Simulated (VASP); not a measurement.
# Si in VASP: a series of runs

The runs below take Si through single point, with PBE.

All numbers are computed with VASP 6.6.1; they aren't measurements. Logs are shortened: lines on timing, memory, paths and dates and some standing lists are left out, and cuts for length are marked.

**1. The cell of the first run**

The cell holds a slab with vacuum, 4 atoms: a = 3.869 Å, b = 5.471 Å, c = 12.726 Å, α = 90.00°, β = 90.00°, γ = 90.00°.

**2. Single point, PBE**

The input, INCAR:

```
PREC = Accurate ; ENCUT = 520
EDIFF = 1E-6 ; ISMEAR = -1
SIGMA = 0.02 ; LREAL = False
LASPH = True ; NELM = 60
ALGO = Normal ; ISIF = 2
LWAVE = False ; LCHARG = True
LDIPOL = True ; IDIPOL = 3
DIPOL = 0.5 0.5 0.500 ; GGA = PE
LELF = True ; LVHAR = True
LVACPOTAV = True ; NBANDS = 16
```

The input, KPOINTS:

```
regular mesh
0
Gamma
  8 6 1
```

The input, POSCAR:

```
Si
1.0
    3.8685410222      0.0000000000      0.0000000000
    0.0000000000      5.4709431802      0.0000000000
    0.0000000000      0.0000000000     12.7262000000
Si
4
Direct
    0.0000000000      0.3665610050      0.4321782332
    0.5000000000      0.1334389950      0.4321782332
    0.5000000000      0.8665609134      0.5678217668
    0.0000000000      0.6334390866      0.5678217668
```

Potentials or basis: VASP PAW PBE potentials, release 64 (Si).

Run with:

```bash
> cat potpaw_PBE.64/Si/POTCAR > POTCAR
> mpirun -np 1 vasp_std > vasp.out
```

OUTCAR:

```text
PREC = Accurate
   ENCUT = 520
   EDIFF = 1E-6
   ISMEAR = -1
   LREAL = False
   LASPH = True
   NELM = 60
   ISIF = 2
   GGA = PE

 ion  position               nearest neighbor table
   1  0.000  0.367  0.432-   4 2.26   2 2.32   2 2.32
   2  0.500  0.133  0.432-   3 2.26   1 2.32   1 2.32
   3  0.500  0.867  0.568-   2 2.26   4 2.32   4 2.32
   4  0.000  0.633  0.568-   1 2.26   3 2.32   3 2.32

  LATTYP: Found a simple orthorhombic cell.
 ALAT       =     3.8685410222
 B/A-ratio  =     1.4142135624
 C/A-ratio  =     3.2896639656

  Lattice vectors:

 A1 = (   3.8685410222,   0.0000000000,   0.0000000000)
 A2 = (   0.0000000000,   5.4709431802,   0.0000000000)
 A3 = (   0.0000000000,   0.0000000000,  12.7262000000)

Analysis of symmetry for initial positions (statically):
=====================================================================
 Subroutine PRICEL returns:
 Original cell was already a primitive cell.

 Routine SETGRP: Setting up the symmetry group for a
 simple orthorhombic supercell.

 Subroutine GETGRP returns: Found  8 space group operations
 (whereof  4 operations were pure point group operations)
 out of a pool of  8 trial point group operations.

The static configuration has the point symmetry C_2h.
 The point group associated with its full space group is D_2h.

Analysis of symmetry for dynamics (positions and initial velocities):
=====================================================================
 Subroutine PRICEL returns:
 Original cell was already a primitive cell.

 Routine SETGRP: Setting up the symmetry group for a
 simple orthorhombic supercell.

 Subroutine GETGRP returns: Found  8 space group operations
 (whereof  4 operations were pure point group operations)
 out of a pool of  8 trial point group operations.

The dynamic configuration has the point symmetry C_2h.
 The point group associated with its full space group is D_2h.

 Subroutine INISYM returns: Found  8 space group operations
 (whereof  4 operations are pure point group operations),
 and found     1 'primitive' translations

----------------------------------------------------------------------------------------

                                     Primitive cell

  volume of cell :     269.3445

  direct lattice vectors                    reciprocal lattice vectors
     3.868541022  0.000000000  0.000000000     0.258495385  0.000000000  0.000000000
     0.000000000  5.470943180  0.000000000     0.000000000  0.182783839  0.000000000
     0.000000000  0.000000000 12.726200000     0.000000000  0.000000000  0.078578052

  length of vectors
     3.868541022  5.470943180 12.726200000     0.258495385  0.182783839  0.078578052

  position of ions in fractional coordinates (direct lattice)
     0.000000000  0.366561005  0.432178233
     0.500000000  0.133438995  0.432178233
     0.500000000  0.866560913  0.567821767
     0.000000000  0.633439087  0.567821767

  ion indices of the primitive-cell ions
   primitive index   ion index
                 1           1
                 2           2
                 3           3
                 4           4

----------------------------------------------------------------------------------------

 KPOINTS: regular mesh

Automatic generation of k-mesh.
 Grid dimensions read from file:
 generate k-points for:    8    6    1

 Generating k-lattice:

  Cartesian coordinates                     Fractional coordinates (reciprocal lattice)
     0.032311923  0.000000000  0.000000000     0.125000000  0.000000000  0.000000000
     0.000000000  0.030463973  0.000000000     0.000000000  0.166666667  0.000000000
     0.000000000  0.000000000  0.078578052     0.000000000  0.000000000  1.000000000

  Length of vectors
     0.032311923  0.030463973  0.078578052

  Shift w.r.t. Gamma in fractional coordinates (k-lattice)
     0.000000000  0.000000000  0.000000000

 Subroutine IBZKPT returns following result:
 ===========================================

 Found     20 irreducible k-points:

 Following reciprocal coordinates:
            Coordinates               Weight
  0.000000  0.000000  0.000000      1.000000
  0.125000  0.000000  0.000000      2.000000
  0.250000  0.000000  0.000000      2.000000
  0.375000  0.000000  0.000000      2.000000
  0.500000  0.000000  0.000000      1.000000
  0.000000  0.166667  0.000000      2.000000
[... 12 lines left out ...]
  0.375000  0.500000  0.000000      2.000000
  0.500000  0.500000  0.000000      1.000000
   k-points           NKPTS =     20   k-points in BZ     NKDIM =     20   number of bands    NBANDS=     16
   number of dos      NEDOS =    301   number of ions     NIONS =      4
   total plane-waves  NPLWV = 120960
   dimension x,y,z NGX =    30 NGY =   42 NGZ =   96
   dimension x,y,z NGXF=    60 NGYF=   84 NGZF=  192
   ions per type =               4
   NGX,Y,Z   is equivalent  to a cutoff of  12.89, 12.76, 12.54 a.u.
   NGXF,Y,Z  is equivalent  to a cutoff of  25.78, 25.53, 25.08 a.u.
 SYSTEM =  unknown system
   PREC   = accura    normal or accurate (medium, high low for compatibility)
   ISTART =      0    job   : 0-new  1-cont  2-samecut
   ICHARG =      2    charge: 1-file 2-atom 10-const
   ISPIN  =      1    spin polarized calculation?
   LNONCOLLINEAR =      F non collinear calculations
   LSORBIT =      F    spin-orbit coupling
   LASPH  =      T    aspherical Exc in radial PAW
   ENCUT  =  520.0 eV  38.22 Ry    6.18 a.u.   7.19 10.17 23.66*2*pi/ulx,y,z
   NELM   =     60;   NELMIN=  2; NELMDL= -5     # of ELM steps
   EDIFF  = 0.1E-05   stopping-criterion for ELM
   LREAL  =      F    real-space projection
   EDIFFG = 0.1E-04   stopping-criterion for IOM
   NSW    =      0    number of steps for IOM
   IBRION =     -1    ionic relax: 0-MD 1-quasi-New 2-CG
   NFREE  =      0    steps in history (QN), initial steepest desc. (CG)
   ISIF   =      2    stress and relaxation
   ISYM   =      2    0-nonsym 1-usesym 2-fastsym
   POTIM  = 0.5000    time-step for ionic-motion
   TEBEG  =    0.0;   TEEND  =   0.0 temperature during run
   PSTRESS=    0.0 pullay stress
   NELECT =      16.0000    total number of electrons
   NUPDOWN=      -1.0000    fix difference up-down
   EMIN   =  10.00;   EMAX   =-10.00  energy-range for DOS
   EFERMI =   0.00;   METHOD = LEGACY
   ISMEAR =    -1;   SIGMA  =   0.02  broadening in eV -4-tet -1-fermi 0-gaus
   EFERMI_NEDOS =   21; number of points for ismear=-14 and -15
   IALGO  =     38    algorithm
   IMIX   =      4    mixing-type and parameters
     AMIX     =   0.40;   BMIX     =  1.00
     AMIX_MAG =   1.60;   BMIX_MAG =  1.00
  volume/ion in A,a.u.               =      67.34       454.41
  Fermi-wavevector in a.u.,A,eV,Ry     =   0.638771  1.207103  5.551570  0.408029
  Thomas-Fermi vector in A             =   1.704224
   LORBIT       =      0    0 simple, 1 ext, 2 COOP (PROOUT), +10 PAW based schemes
   GGA     = PE    functional components
   LHFCALC =     F    Hartree Fock is set to
   AEXX    =    0.0000 exact exchange contribution
   IVDW    =     0    specifies the selected vdW correction
   LEPSILON=     F    determine dielectric tensor
   LRPA    =     F    only Hartree local field effects (RPA)
 non-spin polarized calculation
  energy-cutoff  :      520.00
  volume of cell :      269.34
 maximum number of plane-waves:      7304
 NGX is ok and might be reduce to    30
   NGX = 15   NGY = 21   NGZ = 47

 dipolmoment           0.000000      0.000000     -0.000000 electrons x Angstroem

 number of electron      15.9999999 magnetization

 dipolmoment           0.000000      0.000000      0.000000 electrons x Angstroem

 Free energy of the ion-electron system (eV)
  ---------------------------------------------------
  ext. energy  EPLUGINS =         0.00000000
  ---------------------------------------------------
  free energy    TOTEN  =       -18.15723198 eV

  energy without entropy =      -18.15482051  energy(sigma->0) =      -18.15602624

 E-fermi :  -1.5271     XC(G=0):  -4.0020

 val. band max:       -1.5274997912   @ k =   0.1250   0.5000   0.0000
 cond. band min:      -1.2563894424   @ k =   0.5000   0.0000   0.0000
 fundamental gap:      0.2711103488
 Fermi energy:        -1.5270867045

 k-point     1 :       0.0000    0.0000    0.0000
  band No.  band energies     occupation
      1     -12.3688      2.00000
      2      -9.8916      2.00000
      3      -7.8394      2.00000
      4      -4.2195      2.00000
      5      -3.7845      2.00000
      6      -3.7678      2.00000
[... 8 lines left out ...]
     15       2.6811      0.00000
     16       3.4741      0.00000

 k-point     2 :       0.1250    0.0000    0.0000
  band No.  band energies     occupation
      1     -12.2316      2.00000
      2      -9.7465      2.00000
      3      -7.9339      2.00000
      4      -4.3949      2.00000
      5      -4.1413      2.00000
      6      -3.6432      2.00000
[... 8 lines left out ...]
     15       3.0068      0.00000
     16       3.6043      0.00000

 k-point     3 :       0.2500    0.0000    0.0000
  band No.  band energies     occupation
      1     -11.8241      2.00000
      2      -9.3130      2.00000
      3      -8.3848      2.00000
      4      -5.0462      2.00000
      5      -4.9103      2.00000
      6      -3.9786      2.00000
[... 8 lines left out ...]
     15       3.5049      0.00000
     16       3.6429      0.00000

 k-point     4 :       0.3750    0.0000    0.0000
  band No.  band energies     occupation
      1     -11.1615      2.00000
      2      -9.2749      2.00000
      3      -8.5962      2.00000
      4      -6.3624      2.00000
      5      -5.0012      2.00000
      6      -4.0326      2.00000
[... 8 lines left out ...]
     15       4.1271      0.00000
     16       4.2461      0.00000

 k-point     5 :       0.5000    0.0000    0.0000
  band No.  band energies     occupation
      1     -10.2806      2.00000
      2     -10.2806      2.00000
      3      -7.6062      2.00000
      4      -7.6062      2.00000
      5      -4.5138      2.00000
      6      -4.5138      2.00000
[... 8 lines left out ...]
     15       4.5243      0.00000
     16       4.5243      0.00000

 k-point     6 :       0.0000    0.1667    0.0000
  band No.  band energies     occupation
      1     -12.2651      2.00000
      2     -10.2189      2.00000
      3      -7.5328      2.00000
      4      -4.6252      2.00000
      5      -3.7018      2.00000
      6      -3.5005      2.00000
[... 8 lines left out ...]
     15       2.7776      0.00000
     16       3.9336      0.00000
[... 191 lines left out ...]
 k-point    17 :       0.1250    0.5000    0.0000
  band No.  band energies     occupation
      1     -11.3425      2.00000
      2     -11.3424      2.00000
      3      -6.2203      2.00000
      4      -6.2203      2.00000
      5      -3.9254      2.00000
      6      -3.9254      2.00000
[... 8 lines left out ...]
     15       3.7668      0.00000
     16       3.7668      0.00000

 k-point    18 :       0.2500    0.5000    0.0000
  band No.  band energies     occupation
      1     -10.9614      2.00000
      2     -10.9614      2.00000
      3      -6.6833      2.00000
      4      -6.6833      2.00000
      5      -4.5886      2.00000
      6      -4.5886      2.00000
[... 8 lines left out ...]
     15       4.2157      0.00000
     16       4.2157      0.00000

 k-point    19 :       0.3750    0.5000    0.0000
  band No.  band energies     occupation
      1     -10.3966      2.00000
      2     -10.3966      2.00000
      3      -7.6642      2.00000
      4      -7.6642      2.00000
      5      -4.3370      2.00000
      6      -4.3370      2.00000
[... 8 lines left out ...]
     15       4.2414      0.00000
     16       4.2414      0.00000

 k-point    20 :       0.5000    0.5000    0.0000
  band No.  band energies     occupation
      1     -10.0047      2.00000
      2     -10.0047      2.00000
      3      -8.2484      2.00000
      4      -8.2484      2.00000
      5      -3.9026      2.00000
      6      -3.9026      2.00000
[... 8 lines left out ...]
     15       3.5763      0.00000
     16       3.5763      0.00000

------------------------ aborting loop because EDIFF is reached ----------------------------------------

  FORCE on cell =-STRESS in cart. coord.  units (eV):
  Direction    XX          YY          ZZ          XY          YZ          ZX
  --------------------------------------------------------------------------------------
  -------------------------------------------------------------------------------------
  Total        1.4272344      1.4936596     -0.0263199      0.0000000     -0.0000000      0.0000000
  in kB        8.4898054      8.8849313     -0.1565621      0.0000000     -0.0000000      0.0000000
  external PRESSURE =       5.7393915 kB  Pullay stress =       0.0000000 kB

 VOLUME and BASIS-vectors are now :
 -----------------------------------------------------------------------------
  energy-cutoff  :      520.00
  volume of cell :      269.34
      direct lattice vectors                 reciprocal lattice vectors
     3.868541022  0.000000000  0.000000000     0.258495385  0.000000000  0.000000000
     0.000000000  5.470943180  0.000000000     0.000000000  0.182783839  0.000000000
     0.000000000  0.000000000 12.726200000     0.000000000  0.000000000  0.078578052

 POSITION                                       TOTAL-FORCE (eV/Angst)
 -----------------------------------------------------------------------------------
      0.00000      2.00543      5.49999        -0.000000     -0.003301      0.005690
      1.93427      0.73004      5.49999         0.000000      0.003301      0.005690
      1.93427      4.74091      7.22621        -0.000000     -0.003301     -0.005690
      0.00000      3.46551      7.22621         0.000000      0.003301     -0.005690
 -----------------------------------------------------------------------------------
    total drift:                               -0.000000      0.000003      0.000010

  FREE ENERGIE OF THE ION-ELECTRON SYSTEM (eV)
  ---------------------------------------------------
  free  energy   TOTEN  =       -18.1572319806 eV

  energy  without entropy=      -18.1548205059  energy(sigma->0) =      -18.15602624

 vacuum level on the upper side and lower side of the slab         3.046         3.046
```

Run time: 66 s. Hardware: 1 thread of Intel Xeon Platinum 8488C (Sapphire Rapids), shared host; peak memory 0.34 GiB.

Results:

```
Free energy            : -18.1572 eV
Largest force          : 0.007 eV/Å
Band gap on the k mesh : zero (band 8 reaches -1.53 eV, above the bottom of band 9 at -1.62 eV)
```

Forces on the atoms (eV/Å):
```
Si   0.000 -0.003  0.006
Si   0.000  0.003  0.006
Si   0.000 -0.003 -0.006
Si   0.000  0.003 -0.006
```

(Continued in part 2 of 2.)
